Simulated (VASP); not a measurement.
Crystal: BaS.

```
Ba S
1.0
     4.44637    0.00000    0.00000
    -2.22318    3.85067    0.00000
     0.00000    0.00000    7.80412
Ba S
2 2
Cartesian
  0.0000 0.0000 0.0000
  0.0000 0.0000 3.9021
  0.0000 2.5671 1.9510
  2.2232 1.2836 5.8531
```

| Quantity | Value |
| --- | --- |
| Program | VASP 6.6.1 |
| Task | relaxation of cell and atoms |
| Functional | PBEsol |
| Potentials or basis | VASP PAW PBE potentials, release 64 (Ba_sv, S) |
| Cutoff | 600 eV |
| k mesh | 6 × 6 × 4 |
| Occupations | fermi-dirac, width 0.02 eV |
| Spin | no spin polarisation |

At the start: pressure -1.3 GPa; volume 33.40 Å³/atom.

Question: Where does the relaxation end?

Answer: Over 7 steps the energy falls by 4.0 meV/atom and the volume is 32.41 Å³/atom (-3.0 %); space group P6_3/mmc (No. 194, to 0.05 Å).

The path:
```csv
step,energy change (eV),largest force (eV/Å),pressure (GPa),volume (Å³)
1,0.0000,0.0000,-1.25,133.62
2,-0.0150,0.0000,0.35,128.63
3,-0.0161,0.0000,0.00,129.62
4,-0.0161,0.0000,0.01,129.54
5,-0.0161,0.0000,0.03,129.53
6,-0.0161,0.0000,0.03,129.52
7,-0.0162,0.0000,-0.01,129.63
```

Final structure:
```
Ba S
1.0
     4.39856    0.00000    0.00000
    -2.19928    3.80926    0.00000
     0.00000    0.00000    7.73662
Ba S
2 2
Direct
  0.00000 0.00000 0.00000
  0.00000 0.00000 0.50000
  0.33333 0.66667 0.25000
  0.66667 0.33333 0.75000
```

Caveat: the PAW data sets were made with another functional, which shifts forces and pressure a little.
